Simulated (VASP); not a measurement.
# Te (P3_121) in VASP: further runs

The runs below take Te through single point, with PBE+D3(BJ).

Everything below comes from runs of VASP 6.6.1. Logs are shortened: lines on timing, memory, paths and dates and some standing lists are left out, and cuts for length are marked.

## 1. The cell of the first run

It takes space group P3_121 (No. 152, trigonal). The conventional cell has a = 4.319 Å, b = 4.319 Å, c = 5.966 Å, α = 90.00°, β = 90.00°, γ = 120.00°. Within 3.8 Å of Te (site symmetry 2) lie 6 Te at 2.91 to 3.35 Å.

## 2. Single point, PBE+D3(BJ)

POSCAR reads:

```
Te
1.0
    4.3186088734      0.0000000000      0.0000000000
   -2.1593044367      3.7400249934      0.0000000000
    0.0000000000      0.0000000000      5.9657427892
Te
3
Direct
    0.2847388758      0.0000000000      0.3333333333
    0.0000000000      0.2847388758      0.6666666667
    0.7152611242      0.7152611242      0.0000000000
```

INCAR.step1 reads:

```
SYSTEM = Te
PREC = Accurate
ENCUT = 520
EDIFF = 1E-6
ISMEAR = 0
SIGMA = 0.1
LREAL = .FALSE.
LASPH = .TRUE.
NELM = 80
ALGO = Fast
ISIF = 2
LWAVE = .FALSE.
LCHARG = .TRUE.
GGA = PE
IVDW = 12
NBANDS = 16
```

KPOINTS.step1 reads:

```
regular mesh
0
G
  12 12 8
  0 0 0
```

INCAR.step2 reads:

```
SYSTEM = Te
PREC = Accurate
ENCUT = 520
EDIFF = 1E-6
ISMEAR = -5
SIGMA = 0.1
LREAL = .FALSE.
LASPH = .TRUE.
NELM = 80
ALGO = Fast
ISIF = 2
LWAVE = .FALSE.
LCHARG = .FALSE.
GGA = PE
IVDW = 12
LORBIT = 11
NEDOS = 1001
ICHARG = 11
```

KPOINTS.step2 reads:

```
regular mesh
0
G
  18 18 12
  0 0 0
```

Potentials or basis: VASP PAW PBE potentials, release 64 (Te).

On the command line:

```console
> cat potpaw_PBE.64/Te/POTCAR > POTCAR
> cp INCAR.step1 INCAR
> cp KPOINTS.step1 KPOINTS
> mpirun -np 1 vasp_std > vasp.out
> cp INCAR.step2 INCAR
> cp KPOINTS.step2 KPOINTS
> mpirun -np 1 vasp_std > vasp.out
```

OUTCAR:

```text
SYSTEM = Te
   PREC = Accurate
   ENCUT = 520
   EDIFF = 1E-6
   ISMEAR = -5
   LREAL = .FALSE.
   LASPH = .TRUE.
   NELM = 80
   ISIF = 2
   GGA = PE
   IVDW = 12
   LORBIT = 11
   ICHARG = 11
 IVDW          = 12

 ion  position               nearest neighbor table
   1  0.285  0.000  0.333-   3 2.91   2 2.91   3 3.35   3 3.35   2 3.35   2 3.35
   2  0.000  0.285  0.667-   3 2.91   1 2.91   3 3.35   3 3.35   1 3.35   1 3.35
   3  0.715  0.715  0.000-   1 2.91   2 2.91   1 3.35   2 3.35   2 3.35   1 3.35

  LATTYP: Found a hexagonal cell.
 ALAT       =     4.3186088734
 C/A-ratio  =     1.3814038187

  Lattice vectors:

 A1 = (   4.3186088734,   0.0000000000,   0.0000000000)
 A2 = (  -2.1593044367,   3.7400249934,   0.0000000000)
 A3 = (   0.0000000000,   0.0000000000,   5.9657427892)

Analysis of symmetry for initial positions (statically):
=====================================================================
 Subroutine PRICEL returns:
 Original cell was already a primitive cell.

 Routine SETGRP: Setting up the symmetry group for a
 hexagonal supercell.

 Subroutine GETGRP returns: Found  6 space group operations
 (whereof  2 operations were pure point group operations)
 out of a pool of 24 trial point group operations.

The static configuration has the point symmetry C_2 .
 The point group associated with its full space group is D_3 .

Analysis of symmetry for dynamics (positions and initial velocities):
=====================================================================
 Subroutine PRICEL returns:
 Original cell was already a primitive cell.

 Routine SETGRP: Setting up the symmetry group for a
 hexagonal supercell.

 Subroutine GETGRP returns: Found  6 space group operations
 (whereof  2 operations were pure point group operations)
 out of a pool of 24 trial point group operations.

The dynamic configuration has the point symmetry C_2 .
 The point group associated with its full space group is D_3 .

 Subroutine INISYM returns: Found  6 space group operations
 (whereof  2 operations are pure point group operations),
 and found     1 'primitive' translations

----------------------------------------------------------------------------------------

                                     Primitive cell

  volume of cell :      96.3569

  direct lattice vectors                    reciprocal lattice vectors
     4.318608873  0.000000000  0.000000000     0.231556047  0.133688946  0.000000000
    -2.159304437  3.740024993  0.000000000     0.000000000  0.267377892  0.000000000
     0.000000000  0.000000000  5.965742789     0.000000000  0.000000000  0.167623720

  length of vectors
     4.318608873  4.318608873  5.965742789     0.267377892  0.267377892  0.167623720
[... 108 lines left out ...]
  Thomas-Fermi vector in A             =   2.062796
   LORBIT       =     11    0 simple, 1 ext, 2 COOP (PROOUT), +10 PAW based schemes
   GGA     = PE    functional components
   LHFCALC =     F    Hartree Fock is set to
   AEXX    =    0.0000 exact exchange contribution
   IVDW    =    12    specifies the selected vdW correction
   LEPSILON=     F    determine dielectric tensor
   LRPA    =     F    only Hartree local field effects (RPA)
 non-spin polarized calculation
 RMM-DIIS sequential band-by-band and
 Fermi weights with tetrahedron method with Bloechl corrections
  energy-cutoff  :      520.00
  volume of cell :       96.36
 maximum number of plane-waves:      2618

 number of electron      17.9999998 magnetization

 Free energy of the ion-electron system (eV)
  ---------------------------------------------------
  ext. energy  EPLUGINS =         0.00000000
  ---------------------------------------------------
  free energy    TOTEN  =        -9.37708737 eV

  energy without entropy =       -9.37708737  energy(sigma->0) =       -9.37708737

 E-fermi :   6.6931     XC(G=0):  -9.3434

 val. band max:        6.6781160091   @ k =   0.3333   0.3333   0.5000
 cond. band min:       6.6974618601   @ k =   0.3333   0.3333   0.5000
 fundamental gap:      0.0193458510
 Fermi energy:         6.6931266681

 k-point     1 :       0.0000    0.0000    0.0000
  band No.  band energies     occupation
      1      -7.2087      2.00000
      2      -3.8366      2.00000
      3      -3.8366      2.00000
      4       3.7403      2.00000
      5       4.0885      2.00000
      6       4.0885      2.00000
      7       4.9023      2.00000
      8       4.9023      2.00000
      9       5.5300      2.00000
     10       7.6687      0.00000
     11       7.6687      0.00000
     12       8.3633      0.00000
     13      11.5447      0.00000
[... 354 lines left out ...]
  band No.  band energies     occupation
      1      -5.8741      2.00000
      2      -4.5803      2.00000
      3      -3.6206      2.00000
      4       1.6454      2.00000
      5       1.9863      2.00000
      6       2.7719      2.00000
      7       3.0795      2.00000
      8       5.0664      2.00000
      9       5.2076      2.00000
     10       7.9478      0.00000
     11       8.1470      0.00000
     12       9.6616      0.00000
     13      10.2302      0.00000

 [... further k-points ...]

------------------------ aborting loop because EDIFF is reached ----------------------------------------

 Edisp (eV)   -1.36905

 E8    (eV) :    -0.6289

  FORCE on cell =-STRESS in cart. coord.  units (eV):
  Direction    XX          YY          ZZ          XY          YZ          ZX
  --------------------------------------------------------------------------------------
  -------------------------------------------------------------------------------------
  Total      -0.02477    -0.02477     0.01464    -0.00000     0.00000     0.00000
  in kB      -0.41193    -0.41193     0.24343    -0.00000     0.00000     0.00000
  external pressure =       -0.19 kB  Pullay stress =        0.00 kB

 VOLUME and BASIS-vectors are now :
 -----------------------------------------------------------------------------
  energy-cutoff  :      520.00
  volume of cell :       96.36
      direct lattice vectors                 reciprocal lattice vectors
     4.318608873  0.000000000  0.000000000     0.231556047  0.133688946  0.000000000
    -2.159304437  3.740024993  0.000000000     0.000000000  0.267377892  0.000000000
     0.000000000  0.000000000  5.965742789     0.000000000  0.000000000  0.167623720

 POSITION                                       TOTAL-FORCE (eV/Angst)
 -----------------------------------------------------------------------------------
      1.22968      0.00000      1.98858         0.011658     -0.000000     -0.000000
     -0.61484      1.06493      3.97716        -0.005829      0.010096      0.000000
      1.54447      2.67509      0.00000        -0.005829     -0.010096      0.000000
 -----------------------------------------------------------------------------------
    total drift:                               -0.000005     -0.000009      0.000000

  FREE ENERGIE OF THE ION-ELECTRON SYSTEM (eV)
  ---------------------------------------------------
  free  energy   TOTEN  =       -10.7461375860 eV

  energy  without entropy=      -10.7461375860  energy(sigma->0) =      -10.74613759

 total charge

# of ion       s       p       d       tot
------------------------------------------
    1        1.438   1.805   0.046   3.290
    2        1.438   1.805   0.046   3.290
    3        1.438   1.805   0.046   3.290
--------------------------------------------------
tot          4.315   5.415   0.139   9.870
```

OUTCAR.step1:

```text
SYSTEM = Te
   PREC = Accurate
   ENCUT = 520
   EDIFF = 1E-6
   ISMEAR = 0
   LREAL = .FALSE.
   LASPH = .TRUE.
   NELM = 80
[... 689 lines left out ...]
      1.22968      0.00000      1.98858         0.011683      0.000000     -0.000000
     -0.61484      1.06493      3.97716        -0.005841      0.010117     -0.000000
      1.54447      2.67509      0.00000        -0.005841     -0.010117      0.000000
 -----------------------------------------------------------------------------------
    total drift:                                0.000000     -0.000000      0.000000

  FREE ENERGIE OF THE ION-ELECTRON SYSTEM (eV)
  ---------------------------------------------------
  free  energy   TOTEN  =       -10.7462191911 eV

  energy  without entropy=      -10.7459494245  energy(sigma->0) =      -10.74608431
```

OSZICAR.step1:

```text
N       E                     dE             d eps       ncg     rms          rms(c)
DAV:   1     0.717286727479E+02    0.71729E+02   -0.65241E+03  4192   0.905E+02
DAV:   2    -0.492353159523E+01   -0.76652E+02   -0.72959E+02  5712   0.136E+02
DAV:   3    -0.930852319554E+01   -0.43850E+01   -0.43644E+01  5048   0.364E+01
DAV:   4    -0.938230617970E+01   -0.73783E-01   -0.73774E-01  6456   0.545E+00
DAV:   5    -0.938331223365E+01   -0.10061E-02   -0.10060E-02  5544   0.549E-01    0.131E+01
RMM:   6    -0.937663530270E+01    0.66769E-02   -0.10552E-02  4250   0.559E-01    0.802E+00
RMM:   7    -0.937722718961E+01   -0.59189E-03   -0.21983E-02  4501   0.915E-01    0.166E-01
RMM:   8    -0.937710033637E+01    0.12685E-03   -0.31674E-03  4759   0.398E-01    0.674E-02
RMM:   9    -0.937716285833E+01   -0.62522E-04   -0.56453E-04  5082   0.187E-01    0.483E-02
RMM:  10    -0.937716492988E+01   -0.20715E-05   -0.85560E-05  4902   0.741E-02    0.257E-02
RMM:  11    -0.937716867834E+01   -0.37485E-05   -0.27964E-05  5222   0.387E-02    0.173E-02
RMM:  12    -0.937716897752E+01   -0.29918E-06   -0.47435E-06  4638   0.166E-02
   1 F= -.10746219E+02 E0= -.10746084E+02  d E =-.269767E-03
```

Run time: 7.2 min. Hardware: 1 thread of Oxide Virtual Turin-like, shared host; peak memory 0.49 GiB.

Results:

```
Valence electrons inside the program's atomic spheres : Te 3.29
Dispersion energy per atom                            : -0.456 eV
```

Levels at points of the mesh, in eV from the valence-band top:
```csv
k point,band 5,band 6,band 7,band 8,band 9,band 10,band 11,band 12,band 13
"(0.00, 0.00, 0.00)",-2.59,-2.59,-1.78,-1.78,-1.15,0.99,0.99,1.69,4.87
"(0.50, 0.00, 0.00)",-4.64,-4.00,-3.88,-0.84,-0.72,0.57,0.58,2.49,3.76
"(0.00, 0.00, 0.50)",-2.66,-2.66,-1.28,-0.85,-0.85,0.25,0.34,0.34,3.70
"(0.50, 0.00, 0.50)",-3.67,-3.65,-2.76,-2.50,-0.32,0.37,2.01,2.65,4.27
```

Caveat: spin-orbit coupling is left out, which moves the levels of the heavy elements.

## 3. Single point, PBE+D3(BJ)

POSCAR reads:

```
Te
1.0
    4.3186088774      0.0000000000      0.0000000000
   -2.1593044387      3.7400249969      0.0000000000
    0.0000000000      0.0000000000      5.9657427861
Te
3
Direct
    0.2847388753      0.0000000000      0.3333333333
    0.0000000000      0.2847388753      0.6666666667
    0.7152611247      0.7152611247      0.0000000000
```

INCAR.step1 is that of step 2.

KPOINTS.step1 is that of step 2.

INCAR.step2 is that of step 2.

KPOINTS.step2 is that of step 2.

Potentials or basis: VASP PAW PBE potentials, release 64 (Te).

On the command line:

```console
> cat potpaw_PBE.64/Te/POTCAR > POTCAR
> cp INCAR.step1 INCAR
> cp KPOINTS.step1 KPOINTS
> mpirun -np 1 vasp_std > vasp.out
> cp INCAR.step2 INCAR
> cp KPOINTS.step2 KPOINTS
> mpirun -np 1 vasp_std > vasp.out
```

OUTCAR:

```text
SYSTEM = Te
   PREC = Accurate
   ENCUT = 520
   EDIFF = 1E-6
   ISMEAR = -5
   LREAL = .FALSE.
   LASPH = .TRUE.
   NELM = 80
   ISIF = 2
   GGA = PE
   IVDW = 12
   LORBIT = 11
   ICHARG = 11
 IVDW          = 12

 ion  position               nearest neighbor table
   1  0.285  0.000  0.333-   3 2.91   2 2.91   3 3.35   3 3.35   2 3.35   2 3.35
   2  0.000  0.285  0.667-   3 2.91   1 2.91   3 3.35   3 3.35   1 3.35   1 3.35
   3  0.715  0.715  0.000-   1 2.91   2 2.91   1 3.35   2 3.35   2 3.35   1 3.35

  LATTYP: Found a hexagonal cell.
 ALAT       =     4.3186088774
 C/A-ratio  =     1.3814038167

  Lattice vectors:
[... 588 lines left out ...]
  Total      -0.02477    -0.02477     0.01464    -0.00000     0.00000     0.00000
  in kB      -0.41193    -0.41193     0.24343    -0.00000     0.00000     0.00000
  external pressure =       -0.19 kB  Pullay stress =        0.00 kB

 VOLUME and BASIS-vectors are now :
 -----------------------------------------------------------------------------
  energy-cutoff  :      520.00
  volume of cell :       96.36
      direct lattice vectors                 reciprocal lattice vectors
     4.318608877  0.000000000  0.000000000     0.231556047  0.133688946  0.000000000
    -2.159304439  3.740024997  0.000000000     0.000000000  0.267377892  0.000000000
     0.000000000  0.000000000  5.965742786     0.000000000  0.000000000  0.167623720

 POSITION                                       TOTAL-FORCE (eV/Angst)
 -----------------------------------------------------------------------------------
      1.22968      0.00000      1.98858         0.011658     -0.000000     -0.000000
     -0.61484      1.06493      3.97716        -0.005829      0.010096      0.000000
      1.54447      2.67509      0.00000        -0.005829     -0.010096      0.000000
 -----------------------------------------------------------------------------------
    total drift:                               -0.000005     -0.000009      0.000000

  FREE ENERGIE OF THE ION-ELECTRON SYSTEM (eV)
  ---------------------------------------------------
  free  energy   TOTEN  =       -10.7461375859 eV

  energy  without entropy=      -10.7461375859  energy(sigma->0) =      -10.74613759

 total charge

# of ion       s       p       d       tot
------------------------------------------
    1        1.438   1.805   0.046   3.290
    2        1.438   1.805   0.046   3.290
    3        1.438   1.805   0.046   3.290
--------------------------------------------------
tot          4.315   5.415   0.139   9.870
```

OUTCAR.step1:

```text
SYSTEM = Te
   PREC = Accurate
   ENCUT = 520
   EDIFF = 1E-6
   ISMEAR = 0
   LREAL = .FALSE.
   LASPH = .TRUE.
   NELM = 80
[... 689 lines left out ...]
      1.22968      0.00000      1.98858         0.011683      0.000000      0.000000
     -0.61484      1.06493      3.97716        -0.005841      0.010117      0.000000
      1.54447      2.67509      0.00000        -0.005841     -0.010117      0.000000
 -----------------------------------------------------------------------------------
    total drift:                                0.000000     -0.000000      0.000000

  FREE ENERGIE OF THE ION-ELECTRON SYSTEM (eV)
  ---------------------------------------------------
  free  energy   TOTEN  =       -10.7462191903 eV

  energy  without entropy=      -10.7459494238  energy(sigma->0) =      -10.74608431
```

OSZICAR.step1:

```text
N       E                     dE             d eps       ncg     rms          rms(c)
DAV:   1     0.717286727205E+02    0.71729E+02   -0.65241E+03  4192   0.905E+02
DAV:   2    -0.492353159724E+01   -0.76652E+02   -0.72959E+02  5712   0.136E+02
DAV:   3    -0.930852319725E+01   -0.43850E+01   -0.43644E+01  5048   0.364E+01
DAV:   4    -0.938230618192E+01   -0.73783E-01   -0.73774E-01  6456   0.545E+00
DAV:   5    -0.938331223552E+01   -0.10061E-02   -0.10060E-02  5544   0.549E-01    0.131E+01
RMM:   6    -0.937663530409E+01    0.66769E-02   -0.10552E-02  4250   0.559E-01    0.802E+00
RMM:   7    -0.937722719240E+01   -0.59189E-03   -0.21983E-02  4501   0.915E-01    0.166E-01
RMM:   8    -0.937710033840E+01    0.12685E-03   -0.31674E-03  4759   0.398E-01    0.674E-02
RMM:   9    -0.937716285955E+01   -0.62521E-04   -0.56453E-04  5082   0.187E-01    0.483E-02
RMM:  10    -0.937716493111E+01   -0.20716E-05   -0.85560E-05  4902   0.741E-02    0.257E-02
RMM:  11    -0.937716867954E+01   -0.37484E-05   -0.27964E-05  5222   0.387E-02    0.173E-02
RMM:  12    -0.937716897872E+01   -0.29918E-06   -0.47435E-06  4638   0.166E-02
   1 F= -.10746219E+02 E0= -.10746084E+02  d E =-.269767E-03
```

Wall time 9.6 min (1 thread of Oxide Virtual Turin-like, shared host); peak memory 0.49 GiB.

What came out:

```yaml
Valence_electrons_inside_the_program's_atomic_spheres: Te 3.29
Dispersion_energy_per_atom: -0.456 eV
```

Caveat: spin-orbit coupling is left out, which moves the levels of the heavy elements.
